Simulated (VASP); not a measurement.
# Al32H (a cell with a defect) in VASP: further runs

Al32H (a cell with a defect) is run at these levels: PBE; tasks: single point.

All numbers are computed with VASP 6.6.1; they aren't measurements. Logs are shortened: lines on timing, memory, paths and dates and some standing lists are left out, and cuts for length are marked.

**1. The cell of the first run**

The cell holds a defect, 33 atoms: a = 8.100 Å, b = 8.100 Å, c = 8.100 Å, α = 90.00°, β = 90.00°, γ = 90.00°.

**2. Single point, PBE**

Contents of INCAR:

```
PREC     = Accurate       # precision mode
ENCUT    = 520            # plane-wave cutoff, eV
EDIFF    = 1E-6           # SCF threshold, eV
ISMEAR   = 0              # smearing method
SIGMA    = 0.05           # smearing width, eV
LREAL    = Auto         
LASPH    = T              # aspherical terms in the spheres
NELM     = 80             # most SCF steps
ALGO     = Normal         # electronic algorithm
ISIF     = 2              # what is computed and relaxed
LWAVE    = F              # write WAVECAR
LCHARG   = F              # write CHGCAR
GGA      = PE             # functional
NBANDS   = 70             # bands
```

Contents of KPOINTS:

```
regular mesh
0
Gamma
  3 3 3
```

Contents of POSCAR:

```
Al32H
1.0
    8.1000000000      0.0000000000      0.0000000000
    0.0000000000      8.1000000000      0.0000000000
    0.0000000000      0.0000000000      8.1000000000
Al H
32 1
Direct
    0.4987328437     -0.0000127430      0.0000105901
    0.7500052044      0.2512351863      0.0000065605
    0.7500394939     -0.0001647566      0.2442417409
    0.0012820346     -0.0000076164      0.0000129511
    0.2499890040      0.2508961199      0.0000107067
    0.4991367983      0.5000385382      0.0000087841
    0.7500000879      0.7487031409      0.0000164708
    0.2499867228     -0.0000076800      0.2487179759
    0.5003287887      0.2496997378      0.2503419247
    0.7500019974      0.5000561397      0.2487027747
    0.4941009539     -0.0001713840      0.4999600134
    0.7500440023      0.2562017509      0.4999571592
    0.7500410483     -0.0001712919      0.7558970066
    0.0008465956      0.5000335862      0.0000076458
    0.2499939576      0.7491747456      0.0000058766
   -0.0003556802      0.2496940610      0.2503553837
    0.2499921272      0.5000336422      0.2491530953
    0.5003392904      0.7504006622      0.2503646452
    0.0057565370     -0.0001646769      0.4999615703
    0.2499932547      0.2512352327      0.4999949326
    0.4987183226      0.5000461028      0.4999969050
    0.7500373272      0.7443983735      0.4999636672
    0.2499890844     -0.0000126768      0.7512675346
    0.5003134981      0.2497102972      0.7496864519
    0.7500031699      0.5000462448      0.7512820179
   -0.0003579555      0.7503981229      0.2503574894
    0.0012972955      0.5000562715      0.4999980791
    0.2499830727      0.7487030900      0.4999999248
   -0.0003426149      0.2496995210      0.7496707723
    0.2499909859      0.5000384741      0.7508630750
    0.5003445538      0.7503985873      0.7496552331
   -0.0003649457      0.7504006570      0.7496606572
    0.7487088434      0.0053946401      0.5012571841
```

Potentials or basis: VASP PAW PBE potentials, release 64 (Al, H).

Started as:

```bash
$ cat potpaw_PBE.64/Al/POTCAR potpaw_PBE.64/H/POTCAR > POTCAR
$ mpirun -np 1 vasp_std > vasp.out
```

OUTCAR:

```text
PREC = Accurate
   ENCUT = 520
   EDIFF = 1E-6
   ISMEAR = 0
   LREAL = Auto
   LASPH = T
   NELM = 80
   ISIF = 2
   GGA = PE

 ion  position               nearest neighbor table
   1  0.499  1.000  0.000-  13 2.84   3 2.84   8 2.85  23 2.85  15 2.86   5 2.86  18 2.86  31 2.86
                             9 2.86  24 2.86   2 2.88   7 2.88
   2  0.750  0.251  0.000-  13 2.84   3 2.84  10 2.85  25 2.85  14 2.86   6 2.86  29 2.86  16 2.86
                            24 2.86   9 2.86   4 2.88   1 2.88
   3  0.750  1.000  0.244-  33 2.08   7 2.84   4 2.84   1 2.84   2 2.84  26 2.86  18 2.86  16 2.86
                             9 2.86  22 2.93  19 2.93  11 2.93  12 2.93
   4  0.001  1.000  0.000-  13 2.84   3 2.84   8 2.85  23 2.85  15 2.86   5 2.86  26 2.86  32 2.86
                            16 2.86  29 2.86   2 2.88   7 2.88
   5  0.250  0.251  0.000-  14 2.85  17 2.85  30 2.85   6 2.85   4 2.86   8 2.86  23 2.86   1 2.86
                            24 2.87   9 2.87  29 2.87  16 2.87
   6  0.499  0.500  0.000-  15 2.85  17 2.85   5 2.85  30 2.85   7 2.86  10 2.86  25 2.86   2 2.86
                            24 2.87   9 2.87  31 2.87  18 2.87
   7  0.750  0.749  0.000-  13 2.84   3 2.84  10 2.85  25 2.85  14 2.86   6 2.86  26 2.86  32 2.86
                            18 2.86  31 2.86   1 2.88   4 2.88
   8  0.250  1.000  0.249-  11 2.84  19 2.84   4 2.85   1 2.85  15 2.86   5 2.86  26 2.86  18 2.86
                            16 2.86   9 2.86  20 2.88  28 2.88
   9  0.500  0.250  0.250-  12 2.86  11 2.86   3 2.86  20 2.86  21 2.86   2 2.86  10 2.86   1 2.86
[... 32 lines left out ...]
                            31 2.86  24 2.86  21 2.88  27 2.88
  26  1.000  0.750  0.250-   3 2.86  19 2.86  22 2.86   4 2.86   8 2.86  10 2.86  27 2.86   7 2.86
                            28 2.86  15 2.87  14 2.87  17 2.87
  27  0.001  0.500  0.500-  12 2.84  22 2.84  28 2.85  20 2.85  17 2.86  30 2.86  26 2.86  16 2.86
                            32 2.86  29 2.86  25 2.88  10 2.88
  28  0.250  0.749  0.500-  11 2.84  19 2.84  27 2.85  21 2.85  17 2.86  30 2.86  26 2.86  18 2.86
                            32 2.86  31 2.86  23 2.88   8 2.88
  29  1.000  0.250  0.750-  12 2.86  13 2.86  19 2.86   2 2.86  25 2.86  20 2.86  27 2.86  23 2.86
                             4 2.86  14 2.87   5 2.87  30 2.87
  30  0.250  0.500  0.751-  15 2.85  14 2.85   5 2.85   6 2.85  28 2.86  27 2.86  21 2.86  20 2.86
                            24 2.87  29 2.87  31 2.87  32 2.87
  31  0.500  0.750  0.750-  11 2.86  13 2.86  22 2.86   1 2.86  23 2.86  21 2.86  25 2.86   7 2.86
                            28 2.86  15 2.87   6 2.87  30 2.87
  32  1.000  0.750  0.750-  13 2.86  19 2.86  22 2.86  23 2.86   4 2.86  25 2.86   7 2.86  27 2.86
                            28 2.86  15 2.87  14 2.87  30 2.87
  33  0.749  0.005  0.501-  12 2.03  11 2.06  13 2.06   3 2.08  19 2.08  22 2.11

  LATTYP: Found a simple cubic cell.
 ALAT       =     8.1000000000

  Lattice vectors:

 A1 = (   8.1000000000,   0.0000000000,   0.0000000000)
 A2 = (   0.0000000000,   8.1000000000,   0.0000000000)
 A3 = (   0.0000000000,   0.0000000000,   8.1000000000)

Analysis of symmetry for initial positions (statically):
=====================================================================
 Subroutine PRICEL returns:
 Original cell was already a primitive cell.

 Routine SETGRP: Setting up the symmetry group for a
 simple cubic supercell.

 Subroutine GETGRP returns: Found  1 space group operations
 (whereof  1 operations were pure point group operations)
 out of a pool of 48 trial point group operations.

The static configuration has the point symmetry C_1 .

Analysis of symmetry for dynamics (positions and initial velocities):
=====================================================================
 Subroutine PRICEL returns:
 Original cell was already a primitive cell.

 Routine SETGRP: Setting up the symmetry group for a
 simple cubic supercell.

 Subroutine GETGRP returns: Found  1 space group operations
 (whereof  1 operations were pure point group operations)
 out of a pool of 48 trial point group operations.

The dynamic configuration has the point symmetry C_1 .

 Subroutine INISYM returns: Found  1 space group operations
 (whereof  1 operations are pure point group operations),
 and found     1 'primitive' translations

----------------------------------------------------------------------------------------

                                     Primitive cell

  volume of cell :     531.4410

  direct lattice vectors                    reciprocal lattice vectors
     8.100000000  0.000000000  0.000000000     0.123456790  0.000000000  0.000000000
     0.000000000  8.100000000  0.000000000     0.000000000  0.123456790  0.000000000
[... 93 lines left out ...]

  Shift w.r.t. Gamma in fractional coordinates (k-lattice)
     0.000000000  0.000000000  0.000000000

 Subroutine IBZKPT returns following result:
 ===========================================

 Found     14 irreducible k-points:

 Following reciprocal coordinates:
            Coordinates               Weight
  0.000000  0.000000  0.000000      1.000000
  0.333333  0.000000  0.000000      2.000000
  0.000000  0.333333  0.000000      2.000000
  0.000000  0.000000  0.333333      2.000000
  0.333333  0.333333  0.000000      2.000000
  0.000000  0.333333  0.333333      2.000000
  0.333333  0.000000  0.333333      2.000000
 -0.333333  0.333333  0.000000      2.000000
 -0.333333  0.000000  0.333333      2.000000
  0.000000 -0.333333  0.333333      2.000000
  0.333333  0.333333  0.333333      2.000000
 -0.333333  0.333333  0.333333      2.000000
 -0.333333 -0.333333  0.333333      2.000000
  0.333333 -0.333333  0.333333      2.000000
   k-points           NKPTS =     14   k-points in BZ     NKDIM =     14   number of bands    NBANDS=     70
   number of dos      NEDOS =    301   number of ions     NIONS =     33
   total plane-waves  NPLWV = 216000
   dimension x,y,z NGX =    60 NGY =   60 NGZ =   60
   dimension x,y,z NGXF=   120 NGYF=  120 NGZF=  120
   ions per type =              32   1
   NGX,Y,Z   is equivalent  to a cutoff of  12.31, 12.31, 12.31 a.u.
   NGXF,Y,Z  is equivalent  to a cutoff of  24.63, 24.63, 24.63 a.u.
 SYSTEM =  unknown system
   PREC   = accura    normal or accurate (medium, high low for compatibility)
   ISTART =      0    job   : 0-new  1-cont  2-samecut
   ICHARG =      2    charge: 1-file 2-atom 10-const
   ISPIN  =      1    spin polarized calculation?
   LNONCOLLINEAR =      F non collinear calculations
   LSORBIT =      F    spin-orbit coupling
   LASPH  =      T    aspherical Exc in radial PAW
   ENCUT  =  520.0 eV  38.22 Ry    6.18 a.u.  15.06 15.06 15.06*2*pi/ulx,y,z
   NELM   =     80;   NELMIN=  2; NELMDL= -5     # of ELM steps
   EDIFF  = 0.1E-05   stopping-criterion for ELM
   LREAL  =      T    real-space projection
   EDIFFG = 0.1E-04   stopping-criterion for IOM
   NSW    =      0    number of steps for IOM
   IBRION =     -1    ionic relax: 0-MD 1-quasi-New 2-CG
   NFREE  =      0    steps in history (QN), initial steepest desc. (CG)
   ISIF   =      2    stress and relaxation
   ISYM   =      2    0-nonsym 1-usesym 2-fastsym
   POTIM  = 0.5000    time-step for ionic-motion
   TEBEG  =    0.0;   TEEND  =   0.0 temperature during run
   PSTRESS=    0.0 pullay stress
   NELECT =      97.0000    total number of electrons
   NUPDOWN=      -1.0000    fix difference up-down
   EMIN   =  10.00;   EMAX   =-10.00  energy-range for DOS
   EFERMI =   0.00;   METHOD = LEGACY
   ISMEAR =     0;   SIGMA  =   0.05  broadening in eV -4-tet -1-fermi 0-gaus
   EFERMI_NEDOS =   21; number of points for ismear=-14 and -15
   IALGO  =     38    algorithm
   IMIX   =      4    mixing-type and parameters
     AMIX     =   0.40;   BMIX     =  1.00
     AMIX_MAG =   1.60;   BMIX_MAG =  1.00
  volume/ion in A,a.u.               =      16.10       108.68
  Fermi-wavevector in a.u.,A,eV,Ry     =   0.928639  1.754874 11.733269  0.862371
  Thomas-Fermi vector in A             =   2.054837
   LORBIT       =      0    0 simple, 1 ext, 2 COOP (PROOUT), +10 PAW based schemes
   GGA     = PE    functional components
   LHFCALC =     F    Hartree Fock is set to
   AEXX    =    0.0000 exact exchange contribution
   IVDW    =     0    specifies the selected vdW correction
   LEPSILON=     F    determine dielectric tensor
   LRPA    =     F    only Hartree local field effects (RPA)
 non-spin polarized calculation
 Gauss-broadening in eV      SIGMA  =   0.05
  energy-cutoff  :      520.00
  volume of cell :      531.44
 maximum number of plane-waves:     14358
   NGX = 31   NGY = 31   NGZ = 31

 number of electron      96.9999999 magnetization

 Free energy of the ion-electron system (eV)
  ---------------------------------------------------
  ext. energy  EPLUGINS =         0.00000000
  ---------------------------------------------------
  free energy    TOTEN  =      -123.25671441 eV

  energy without entropy =     -123.25361417  energy(sigma->0) =     -123.25516429

 E-fermi :   7.7892     XC(G=0): -10.1961

 val. band max:        7.7216192513   @ k =  -0.3333  -0.3333   0.3333
 cond. band min:       7.9911849426   @ k =   0.0000   0.0000   0.3333
 fundamental gap:      0.2695656913
 Fermi energy:         7.7892080488

 k-point     1 :       0.0000    0.0000    0.0000
  band No.  band energies     occupation
      1      -3.2849      2.00000
      2      -1.6545      2.00000
      3      -0.9224      2.00000
      4      -0.9222      2.00000
      5      -0.8947      2.00000
      6      -0.8947      2.00000
[... 871 lines left out ...]
     59       9.7685      0.00000
     60       9.7685      0.00000
 [bands above 60 left out]

------------------------ aborting loop because EDIFF is reached ----------------------------------------

  FORCE on cell =-STRESS in cart. coord.  units (eV):
  Direction    XX          YY          ZZ          XY          YZ          ZX
  --------------------------------------------------------------------------------------
  -------------------------------------------------------------------------------------
  Total        0.4334583      0.4429467      0.4334232      0.0009862     -0.0009629      0.0015180
  in kB        1.3067811      1.3353865      1.3066754      0.0029732     -0.0029031      0.0045764
  external PRESSURE =       1.3162810 kB  Pullay stress =       0.0000000 kB

 VOLUME and BASIS-vectors are now :
 -----------------------------------------------------------------------------
  energy-cutoff  :      520.00
  volume of cell :      531.44
      direct lattice vectors                 reciprocal lattice vectors
     8.100000000  0.000000000  0.000000000     0.123456790  0.000000000  0.000000000
     0.000000000  8.100000000  0.000000000     0.000000000  0.123456790  0.000000000
     0.000000000  0.000000000  8.100000000     0.000000000  0.000000000  0.123456790

 POSITION                                       TOTAL-FORCE (eV/Angst)
 -----------------------------------------------------------------------------------
      4.03974      8.09990      0.00009        -0.010925      0.000208     -0.000111
      6.07504      2.03501      0.00005        -0.000060      0.010895     -0.000072
      6.07532      8.09867      1.97836        -0.000114      0.000337      0.005390
      0.01038      8.09994      0.00010         0.011005      0.000143     -0.000135
      2.02491      2.03226      0.00009        -0.000873      0.009528      0.000874
      4.04301      4.05031      0.00007        -0.009484      0.001452      0.000675
[... 25 lines left out ...]
      8.09704      6.07825      6.07225        -0.004294      0.003568     -0.004776
      6.06454      0.04370      4.06018         0.004191     -0.018375     -0.004070
 -----------------------------------------------------------------------------------
    total drift:                               -0.001995      0.006067      0.002037

  FREE ENERGIE OF THE ION-ELECTRON SYSTEM (eV)
  ---------------------------------------------------
  free  energy   TOTEN  =      -123.2567144076 eV

  energy  without entropy=     -123.2536141732  energy(sigma->0) =     -123.25516429
```

Wall time 6.7 min (1 thread of Intel Xeon 6975P-C (Granite Rapids), shared host); peak memory 0.65 GiB.

What came out:

```yaml
Free_energy: -123.2567 eV
Pressure: 0.1 GPa
Largest_force: 0.019 eV/Å
Band_gap_on_the_k_mesh: zero (an odd number of electrons rules out a gap without spin polarisation)
```

Forces on the atoms (eV/Å):
```
Al  -0.011  0.000  0.000
Al   0.000  0.011  0.000
Al   0.000  0.000  0.005
Al   0.011  0.000  0.000
Al  -0.001  0.010  0.001
Al  -0.009  0.001  0.001
Al   0.000 -0.011  0.000
Al   0.000  0.000 -0.011
Al   0.005 -0.005  0.004
Al   0.000  0.000 -0.011
Al   0.003  0.000  0.000
Al  -0.001  0.007  0.001
Al   0.000  0.000 -0.003
Al   0.010  0.002  0.000
Al   0.000 -0.009  0.000
Al  -0.004 -0.005  0.004
Al   0.000  0.002 -0.010
Al   0.005  0.004  0.004
Al  -0.005  0.000  0.000
Al   0.000  0.011  0.000
Al  -0.011  0.000  0.000
Al  -0.001  0.009  0.001
Al   0.000  0.000  0.011
Al   0.004 -0.005 -0.004
Al   0.000  0.000  0.011
Al  -0.004  0.004  0.004
Al   0.011  0.000  0.000
Al   0.000 -0.011  0.000
Al  -0.004 -0.005 -0.005
Al  -0.001  0.001  0.009
Al   0.004  0.004 -0.004
Al  -0.004  0.004 -0.005
H    0.004 -0.018 -0.004
```

[end of part 1 of 2]
